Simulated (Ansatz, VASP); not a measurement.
## Two plane-wave programs on Sn

```
CELL_PARAMETERS angstrom
-2.94828 2.95040 1.58882
2.95040 -2.94828 1.58882
2.94605 2.94605 -1.58493
ATOMIC_POSITIONS crystal
Sn 0.00003 0.99997 0.00000
Sn 0.74997 0.25003 0.50000
```

Alike in both runs: task single point; functional r2SCAN; k mesh 11 × 11 × 8; occupations fermi-dirac, width 0.2 eV; no spin polarisation.

|  | VASP | Ansatz |
| --- | --- | --- |
| version | VASP 6.6.1 | Ansatz 0.2.0 |
| potentials or method | VASP PAW PBE potentials, release 64 (Sn_d), cutoff 520 eV | plane waves (500 eV) with PAW, scalar-relativistic |
| valence electrons in the cell | 28 | 28 |

```tsv
	VASP	Ansatz	Ansatz less VASP
pressure (GPa)	0.1	0.1	+0.01
```

VASP's potentials were made for PBE, not for r2SCAN. With one functional, cell and mesh, what is left measures potentials, basis and numerics.
